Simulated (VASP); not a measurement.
# ZnO (P6_3mc) in VASP: a series of runs

The runs below take ZnO through single point, with r2SCAN, PBE.

All numbers are computed with VASP 6.6.1; they aren't measurements. Logs are shortened: lines on timing, memory, paths and dates and some standing lists are left out, and cuts for length are marked.

### Step 1. The cell of the first run

It takes space group P6_3mc (No. 186, hexagonal). The conventional cell has a = 3.235 Å, b = 3.235 Å, c = 5.211 Å, α = 90.00°, β = 90.00°, γ = 120.00°. Within 2.6 Å of Zn (site symmetry 3m) lie 4 O at 1.97 to 1.98 Å. O (site symmetry 3m) has 4 Zn at 1.97 to 1.98 Å within 2.6 Å.

### Step 2. Single point, r2SCAN

Input file POSCAR:

```
ZnO
1.0
    3.2353408614      0.0000000000      0.0000000000
   -1.6176704307      2.8018873759      0.0000000000
    0.0000000000      0.0000000000      5.2109518227
Zn O
2 2
Direct
    0.3333333333      0.6666666667     -0.0023477534
    0.6666666667      0.3333333333      0.4976522466
    0.3333333333      0.6666666667      0.3773477534
    0.6666666667      0.3333333333      0.8773477534
```

Input file INCAR.step1:

```
SYSTEM = ZnO
PREC = Accurate
ENCUT = 520
ISMEAR = 0
SIGMA = 0.01
LREAL = .False.
LASPH = .True.
NELM = 100
NBANDS = 26
GGA = PE
ALGO = Normal
EDIFF = 1E-4
LWAVE = .True.
LCHARG = .False.
```

Input file INCAR.step2:

```
SYSTEM = ZnO
PREC = Accurate
ENCUT = 520
EDIFF = 1E-7
ISMEAR = 0
SIGMA = 0.01
LREAL = .False.
LASPH = .True.
NELM = 100
ALGO = Normal
ISIF = 2
LWAVE = .False.
LCHARG = .False.
METAGGA = R2SCAN
LMIXTAU = .True.
NBANDS = 26
ISTART = 1
```

Input file KPOINTS:

```
Automatic mesh
0
Gamma
  12 12 6
  0 0 0
```

Potentials or basis: VASP PAW PBE potentials, release 64 (Zn, O).

Started as:

```bash
$ cat potpaw_PBE.64/Zn/POTCAR potpaw_PBE.64/O/POTCAR > POTCAR
$ cp INCAR.step1 INCAR
$ mpirun -np 1 vasp_std > vasp.out
$ cp INCAR.step2 INCAR
$ mpirun -np 1 vasp_std > vasp.out
```

OUTCAR:

```text
SYSTEM = ZnO
   PREC = Accurate
   ENCUT = 520
   EDIFF = 1E-7
   ISMEAR = 0
   LREAL = .False.
   LASPH = .True.
   NELM = 100
   ISIF = 2
   METAGGA = R2SCAN
   ISTART = 1

 ion  position               nearest neighbor table
   1  0.333  0.667  0.998-   4 1.97   4 1.97   4 1.97   3 1.98
   2  0.667  0.333  0.498-   3 1.97   3 1.97   3 1.97   4 1.98
   3  0.333  0.667  0.377-   2 1.97   2 1.97   2 1.97   1 1.98
   4  0.667  0.333  0.877-   1 1.97   1 1.97   1 1.97   2 1.98

  LATTYP: Found a hexagonal cell.
 ALAT       =     3.2353408614
 C/A-ratio  =     1.6106345655

  Lattice vectors:

 A1 = (   3.2353408614,   0.0000000000,   0.0000000000)
 A2 = (  -1.6176704307,   2.8018873759,   0.0000000000)
 A3 = (   0.0000000000,   0.0000000000,   5.2109518227)

Analysis of symmetry for initial positions (statically):
=====================================================================
 Subroutine PRICEL returns:
 Original cell was already a primitive cell.

 Routine SETGRP: Setting up the symmetry group for a
 hexagonal supercell.

 Subroutine GETGRP returns: Found 12 space group operations
 (whereof  6 operations were pure point group operations)
 out of a pool of 24 trial point group operations.

The static configuration has the point symmetry C_3v.
 The point group associated with its full space group is C_6v.

Analysis of symmetry for dynamics (positions and initial velocities):
=====================================================================
 Subroutine PRICEL returns:
 Original cell was already a primitive cell.

 Routine SETGRP: Setting up the symmetry group for a
 hexagonal supercell.

 Subroutine GETGRP returns: Found 12 space group operations
 (whereof  6 operations were pure point group operations)
 out of a pool of 24 trial point group operations.

The dynamic configuration has the point symmetry C_3v.
 The point group associated with its full space group is C_6v.

 Subroutine INISYM returns: Found 12 space group operations
 (whereof  6 operations are pure point group operations),
 and found     1 'primitive' translations

----------------------------------------------------------------------------------------

                                     Primitive cell

  volume of cell :      47.2376

  direct lattice vectors                    reciprocal lattice vectors
     3.235340861  0.000000000  0.000000000     0.309086443  0.178451141  0.000000000
    -1.617670431  2.801887376  0.000000000     0.000000000  0.356902283  0.000000000
     0.000000000  0.000000000  5.210951823     0.000000000  0.000000000  0.191903521

  length of vectors
     3.235340861  3.235340861  5.210951823     0.356902283  0.356902283  0.191903521

  position of ions in fractional coordinates (direct lattice)
     0.333333333  0.666666667  0.997652247
     0.666666667  0.333333333  0.497652247
     0.333333333  0.666666667  0.377347753
     0.666666667  0.333333333  0.877347753

  ion indices of the primitive-cell ions
   primitive index   ion index
                 1           1
                 2           2
                 3           3
                 4           4

----------------------------------------------------------------------------------------

 KPOINTS: Automatic mesh

Automatic generation of k-mesh.
 Grid dimensions read from file:
 generate k-points for:   12   12    6

 Generating k-lattice:

  Cartesian coordinates                     Fractional coordinates (reciprocal lattice)
     0.025757204  0.014870928  0.000000000     0.083333333  0.000000000  0.000000000
     0.000000000  0.029741857  0.000000000     0.000000000  0.083333333  0.000000000
     0.000000000  0.000000000  0.031983920     0.000000000  0.000000000  0.166666667

  Length of vectors
     0.029741857  0.029741857  0.031983920

  Shift w.r.t. Gamma in fractional coordinates (k-lattice)
     0.000000000  0.000000000  0.000000000

 Subroutine IBZKPT returns following result:
 ===========================================

 Found     76 irreducible k-points:

 Following reciprocal coordinates:
            Coordinates               Weight
  0.000000  0.000000  0.000000      1.000000
  0.083333 -0.000000  0.000000      6.000000
  0.166667 -0.000000  0.000000      6.000000
  0.250000  0.000000  0.000000      6.000000
  0.333333  0.000000  0.000000      6.000000
  0.416667 -0.000000  0.000000      6.000000
[... 16 lines left out ...]
  0.250000  0.000000  0.166667     12.000000
  0.333333  0.000000  0.166667     12.000000
 [... further k-points ...]
   k-points           NKPTS =     76   k-points in BZ     NKDIM =     76   number of bands    NBANDS=     26
   number of dos      NEDOS =    301   number of ions     NIONS =      4
   total plane-waves  NPLWV =  23040
   dimension x,y,z NGX =    24 NGY =   24 NGZ =   40
   dimension x,y,z NGXF=    48 NGYF=   48 NGZF=   80
   ions per type =               2   2
   NGX,Y,Z   is equivalent  to a cutoff of  12.33, 12.33, 12.76 a.u.
   NGXF,Y,Z  is equivalent  to a cutoff of  24.66, 24.66, 25.52 a.u.
 SYSTEM =  ZnO
   PREC   = accura    normal or accurate (medium, high low for compatibility)
   ISTART =      1    job   : 0-new  1-cont  2-samecut
   ICHARG =      0    charge: 1-file 2-atom 10-const
   ISPIN  =      1    spin polarized calculation?
   LNONCOLLINEAR =      F non collinear calculations
   LSORBIT =      F    spin-orbit coupling
   LASPH  =      T    aspherical Exc in radial PAW
   ENCUT  =  520.0 eV  38.22 Ry    6.18 a.u.   6.02  6.02  9.69*2*pi/ulx,y,z
   NELM   =    100;   NELMIN=  2; NELMDL=  0     # of ELM steps
   EDIFF  = 0.1E-06   stopping-criterion for ELM
   LREAL  =      F    real-space projection
   EDIFFG = 0.1E-05   stopping-criterion for IOM
   NSW    =      0    number of steps for IOM
   IBRION =     -1    ionic relax: 0-MD 1-quasi-New 2-CG
   NFREE  =      0    steps in history (QN), initial steepest desc. (CG)
   ISIF   =      2    stress and relaxation
   ISYM   =      2    0-nonsym 1-usesym 2-fastsym
   POTIM  = 0.5000    time-step for ionic-motion
   TEBEG  =    0.0;   TEEND  =   0.0 temperature during run
   PSTRESS=    0.0 pullay stress
   NELECT =      36.0000    total number of electrons
   NUPDOWN=      -1.0000    fix difference up-down
   EMIN   =  10.00;   EMAX   =-10.00  energy-range for DOS
   EFERMI =   0.00;   METHOD = LEGACY
   ISMEAR =     0;   SIGMA  =   0.01  broadening in eV -4-tet -1-fermi 0-gaus
   EFERMI_NEDOS =   21; number of points for ismear=-14 and -15
   IALGO  =     38    algorithm
   IMIX   =      4    mixing-type and parameters
     AMIX     =   0.40;   BMIX     =  1.00
     AMIX_MAG =   1.60;   BMIX_MAG =  1.00
  volume/ion in A,a.u.               =      11.81        79.69
  Fermi-wavevector in a.u.,A,eV,Ry     =   1.495362  2.825825 30.424099  2.236108
  Thomas-Fermi vector in A             =   2.607517
   LORBIT       =      0    0 simple, 1 ext, 2 COOP (PROOUT), +10 PAW based schemes
   METAGGA = R2SCAN    functional components
   LHFCALC =     F    Hartree Fock is set to
   AEXX    =    0.0000 exact exchange contribution
   IVDW    =     0    specifies the selected vdW correction
   LEPSILON=     F    determine dielectric tensor
   LRPA    =     F    only Hartree local field effects (RPA)
 non-spin polarized calculation
 Gauss-broadening in eV      SIGMA  =   0.01
  energy-cutoff  :      520.00
  volume of cell :       47.24
 maximum number of plane-waves:      1296
   NGX = 13   NGY = 13   NGZ = 19

 number of electron      36.0000032 magnetization

 Free energy of the ion-electron system (eV)
  ---------------------------------------------------
  ext. energy  EPLUGINS =         0.00000000
  ---------------------------------------------------
  free energy    TOTEN  =       -36.31788557 eV

  energy without entropy =      -36.31788557  energy(sigma->0) =      -36.31788557

 E-fermi :   1.0277     XC(G=0): -11.7065

 val. band max:        0.9187565098   @ k =   0.0000   0.0000   0.0000
 cond. band min:       2.1533172664   @ k =   0.0000   0.0000   0.0000
 fundamental gap:      1.2345607566
 Fermi energy:         1.0277245973

 k-point     1 :       0.0000    0.0000    0.0000
  band No.  band energies     occupation
      1     -18.2268      2.00000
      2     -17.5306      2.00000
      3      -4.9398      2.00000
      4      -4.9397      2.00000
      5      -4.8829      2.00000
      6      -4.8352      2.00000
[... 18 lines left out ...]
     25      16.0364      0.00000
     26      16.0366      0.00000

 k-point     2 :       0.0833   -0.0000    0.0000
  band No.  band energies     occupation
      1     -18.1897      2.00000
      2     -17.5140      2.00000
      3      -4.9835      2.00000
      4      -4.9161      2.00000
      5      -4.8566      2.00000
      6      -4.7896      2.00000
[... 18 lines left out ...]
     25      15.9844      0.00000
     26      16.1379      0.00000

 k-point     3 :       0.1667   -0.0000    0.0000
  band No.  band energies     occupation
      1     -18.0851      2.00000
      2     -17.4697      2.00000
      3      -5.0839      2.00000
      4      -4.8533      2.00000
      5      -4.8204      2.00000
      6      -4.7456      2.00000
[... 18 lines left out ...]
     25      15.8367      0.00000
     26      16.2262      0.00000

 k-point     4 :       0.2500    0.0000    0.0000
  band No.  band energies     occupation
      1     -17.9334      2.00000
      2     -17.4137      2.00000
      3      -5.1842      2.00000
      4      -4.8385      2.00000
      5      -4.7747      2.00000
      6      -4.6453      2.00000
[... 18 lines left out ...]
     25      15.1813      0.00000
     26      16.0388      0.00000
[... 496 lines left out ...]
      1     -18.0450      2.00000
      2     -17.5119      2.00000
      3      -5.1127      2.00000
      4      -4.9171      2.00000
      5      -4.8424      2.00000
      6      -4.7837      2.00000
[... 18 lines left out ...]
     25      14.9893      0.00000
     26      15.9860      0.00000

 k-point    23 :       0.2500    0.0000    0.1667
  band No.  band energies     occupation
      1     -17.8988      2.00000
      2     -17.4486      2.00000
      3      -5.2128      2.00000
      4      -4.9362      2.00000
      5      -4.7595      2.00000
      6      -4.6686      2.00000
[... 18 lines left out ...]
     25      15.1773      0.00000
     26      15.9026      0.00000

 k-point    24 :       0.3333    0.0000    0.1667
  band No.  band energies     occupation
      1     -17.7392      2.00000
      2     -17.3937      2.00000
      3      -5.2594      2.00000
      4      -4.9678      2.00000
      5      -4.6872      2.00000
      6      -4.5291      2.00000
[... 18 lines left out ...]
     25      15.2096      0.00000
     26      15.8846      0.00000

 [... further k-points ...]

------------------------ aborting loop because EDIFF is reached ----------------------------------------

  FORCE on cell =-STRESS in cart. coord.  units (eV):
  Direction    XX          YY          ZZ          XY          YZ          ZX
  --------------------------------------------------------------------------------------
  -------------------------------------------------------------------------------------
  Total        0.2979144      0.2979144      0.3226899      0.0000000      0.0000000      0.0000000
  in kB       10.1044889     10.1044889     10.9448074      0.0000000      0.0000000      0.0000000
  external PRESSURE =      10.3845950 kB  Pullay stress =       0.0000000 kB

 VOLUME and BASIS-vectors are now :
 -----------------------------------------------------------------------------
  energy-cutoff  :      520.00
  volume of cell :       47.24
      direct lattice vectors                 reciprocal lattice vectors
     3.235340861  0.000000000  0.000000000     0.309086443  0.178451141  0.000000000
    -1.617670431  2.801887376  0.000000000     0.000000000  0.356902283  0.000000000
     0.000000000  0.000000000  5.210951823     0.000000000  0.000000000  0.191903521

 POSITION                                       TOTAL-FORCE (eV/Angst)
 -----------------------------------------------------------------------------------
     -0.00000      1.86792      5.19872         0.000000     -0.000000      0.003151
      1.61767      0.93396      2.59324        -0.000000      0.000000      0.003151
     -0.00000      1.86792      1.96634        -0.000000      0.000000     -0.003151
      1.61767      0.93396      4.57182         0.000000      0.000000     -0.003151
 -----------------------------------------------------------------------------------
    total drift:                                0.000001      0.000002     -0.001055

  FREE ENERGIE OF THE ION-ELECTRON SYSTEM (eV)
  ---------------------------------------------------
  free  energy   TOTEN  =       -36.3178855680 eV

  energy  without entropy=      -36.3178855680  energy(sigma->0) =      -36.31788557
```

It took 3.3 min on 1 thread of Intel Xeon 6975P-C, shared host; peak memory 0.22 GiB.

What came out:

| Property | Result |
| --- | --- |
| Free energy | -36.3179 eV |
| Pressure | 1.0 GPa |
| Largest force | 0.003 eV/Å |
| Band gap on the k mesh | 1.23 eV, direct |

Forces on the atoms (eV/Å):
```
Zn   0.000  0.000  0.003
Zn   0.000  0.000  0.003
O    0.000  0.000 -0.003
O    0.000  0.000 -0.003
```

Caveat: the PAW data sets were made with another functional, which shifts forces and pressure a little. r2SCAN opens gaps a little over a GGA but as a rule still falls short of measured ones.

### Step 3. Single point, PBE (volume changed by -6%)

Input file INCAR:

```
SYSTEM = ZnO
PREC = Accurate
ENCUT = 520
EDIFF = 1E-6
ISMEAR = 0
SIGMA = 0.01
LREAL = .FALSE.
LASPH = .TRUE.
NELM = 60
ALGO = Normal
ISIF = 2
LWAVE = .FALSE.
LCHARG = .FALSE.
GGA = PE
NBANDS = 26
```

Input file KPOINTS:

```
regular mesh
0
G
  9 9 4
  0 0 0
```

Input file POSCAR:

```
ZnO
1.0
    3.2124436392      0.0000000000      0.0000000000
   -1.6062218196      2.7820577997      0.0000000000
    0.0000000000      0.0000000000      5.1858382946
Zn O
2 2
Direct
    0.3333333333      0.6666666667     -0.0020276137
    0.6666666667      0.3333333333      0.4979723863
    0.3333333333      0.6666666667      0.3770276137
    0.6666666667      0.3333333333      0.8770276137
```

Potentials or basis: VASP PAW PBE potentials, release 64 (Zn, O).

Started as:

```bash
$ cat potpaw_PBE.64/Zn/POTCAR potpaw_PBE.64/O/POTCAR > POTCAR
$ mpirun -np 1 vasp_std > vasp.out
```

Run time: 44 s. Hardware: 1 thread of Intel Xeon Platinum 8259CL at 2.50GHz (Skylake/Cascade Lake), shared host; peak memory 0.17 GiB.

Results (log left out):

```
Free energy            : -17.7588 eV
Pressure               : 10.4 GPa
Largest force          : 0.004 eV/Å
Band gap on the k mesh : 0.82 eV, direct
```

Forces on the atoms (eV/Å):
```
Zn   0.000  0.000  0.004
Zn   0.000  0.000  0.004
O    0.000  0.000 -0.004
O    0.000  0.000 -0.004
```

Stress tensor (GPa, compression positive):
```
10.40  0.00  0.00
 0.00 10.40  0.00
 0.00  0.00 10.28
```

Levels at points of the mesh, in eV from the valence-band top:
| k point | band 16 | band 17 | band 18 | band 19 | band 20 | band 21 |
| --- | --- | --- | --- | --- | --- | --- |
| (0.00, 0.00, 0.00) | -0.10 | 0.00 | 0.00 | 0.82 | 5.33 | 8.28 |
| (0.00, 0.00, 0.50) | -0.41 | -0.41 | -0.41 | 3.51 | 3.51 | 10.16 |

### Step 4. Single point, PBE (volume changed by -3%)

Input file INCAR:

```
SYSTEM = ZnO
  ALGO = Normal
  EDIFF = 1E-6
  ENCUT = 520
  GGA = PE
  ISIF = 2
  ISMEAR = 0
  LASPH = .TRUE.
  LCHARG = .FALSE.
  LREAL = .FALSE.
  LWAVE = .FALSE.
  NBANDS = 26
  NELM = 60
  PREC = Accurate
  SIGMA = 0.01
```

Input file KPOINTS:

```
k-points
0
G
  9 9 4
  0 0 0
```

Input file POSCAR:

```
ZnO
1.0
    3.2462613205      0.0000000000      0.0000000000
   -1.6231306603      2.8113447709      0.0000000000
    0.0000000000      0.0000000000      5.2404300779
Zn O
2 2
Direct
    0.3333333333      0.6666666667     -0.0020276137
    0.6666666667      0.3333333333      0.4979723863
    0.3333333333      0.6666666667      0.3770276137
    0.6666666667      0.3333333333      0.8770276137
```

Started as:

```bash
$ cat potpaw_PBE.64/Zn/POTCAR potpaw_PBE.64/O/POTCAR > POTCAR
$ mpirun -np 1 vasp_std > vasp.out
```

It took 38 s on 1 thread of Intel Xeon Platinum 8259CL at 2.50GHz (Skylake/Cascade Lake), shared host; peak memory 0.18 GiB.

The run converged. Its results:

| Quantity | Value |
| --- | --- |
| Free energy | -17.8314 eV |
| Pressure | 5.3 GPa |
| Band gap on the k mesh | 0.77 eV, direct |

Levels at points of the mesh, in eV from the valence-band top:
```csv
k point,band 15,band 16,band 17,band 18,band 19,band 20,band 21,band 22
"(0.00, 0.00, 0.00)",-0.79,-0.09,0.00,0.00,0.77,5.21,8.17,12.89
"(0.00, 0.00, 0.50)",-0.39,-0.39,-0.39,-0.39,3.43,3.43,10.04,10.04
```

### Step 5. The runs side by side

| level | cell | k mesh | gap on the mesh (eV) | pressure (GPa) |
| --- | --- | --- | --- | --- |
| r2SCAN | a = 3.235, b = 3.235, c = 5.211 Å, angles 90.0, 90.0, 120.0°, 4 atoms | 12 × 12 × 6 | 1.23 | 1.0 |
| PBE | a = 3.212, b = 3.212, c = 5.186 Å, angles 90.0, 90.0, 120.0°, 4 atoms | 9 × 9 × 4 | 0.82 | 10.4 |
| PBE | a = 3.246, b = 3.246, c = 5.240 Å, angles 90.0, 90.0, 120.0°, 4 atoms | 9 × 9 × 4 | 0.77 | 5.3 |

Alike in all rows: task single point; potentials or basis VASP PAW PBE potentials, release 64 (Zn, O); no spin polarisation; cutoff (eV) 520; smearing gaussian 0.01 eV.

Caveats: the PAW data sets were made with another functional, which shifts forces and pressure a little (some runs).

Total energies depend on the potentials used, so only differences within one code and one set of settings carry meaning.
